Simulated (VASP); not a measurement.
A run of VASP 6.6.1:

The input POSCAR:

```
CaZn2Te2
1.0
    2.2245248300      3.9221487500     -0.0652772100
   -2.4405055100      4.0468451500     -0.1792945700
    0.1930213100     -0.2390456800      7.5826354500
Zn Te Ca
2 2 1
Direct
    0.3498060000      0.2971850000      0.6230760000
    0.6238680000      0.6659400000      0.3524170000
    0.3229610000      0.3488520000      0.2622190000
    0.6750490000      0.6736200000      0.7271710000
    0.0013220000      0.0416150000      0.0085810000
```

Contents of INCAR.step1:

```
SYSTEM = CaZn2Te2
PREC = Accurate
ENCUT = 520
ISMEAR = -1
SIGMA = 0.0456
LREAL = .FALSE.
LASPH = .TRUE.
NELM = 100
NBANDS = 31
GGA = PE
ALGO = Normal
EDIFF = 1E-4
LWAVE = .TRUE.
LCHARG = .FALSE.
```

INCAR.step2

```
SYSTEM = CaZn2Te2
PREC = Accurate
ENCUT = 520
EDIFF = 1E-6
ISMEAR = -1
SIGMA = 0.0456
LREAL = .FALSE.
LASPH = .TRUE.
NELM = 100
ALGO = Normal
ISIF = 2
LWAVE = .FALSE.
LCHARG = .FALSE.
METAGGA = R2SCAN
LMIXTAU = .TRUE.
NBANDS = 31
ISTART = 1
```

The input KPOINTS:

```
Automatic mesh
0
Gamma
  5 5 3
  0 0.5 0.5
```

Potentials or basis: VASP PAW PBE potentials, release 64 (Zn, Te, Ca_sv).

Run with:

```sh
$ cat potpaw_PBE.64/Zn/POTCAR potpaw_PBE.64/Te/POTCAR potpaw_PBE.64/Ca_sv/POTCAR > POTCAR
$ cp INCAR.step1 INCAR
$ mpirun -np 1 vasp_std > vasp.out
$ cp INCAR.step2 INCAR
$ mpirun -np 1 vasp_std > vasp.out
```

Hardware: 1 thread of Intel(R) Xeon(R) Platinum 8259CL CPU @ 2.50GHz (Skylake/Cascade Lake), on a shared host.

Problem. How long does it take, and how much memory?

Solution. Run time: 9.7 min on 1 thread of Intel(R) Xeon(R) Platinum 8259CL CPU @ 2.50GHz (Skylake/Cascade Lake), on a shared host, peak memory 0.38 GiB. Counts: k points 38.
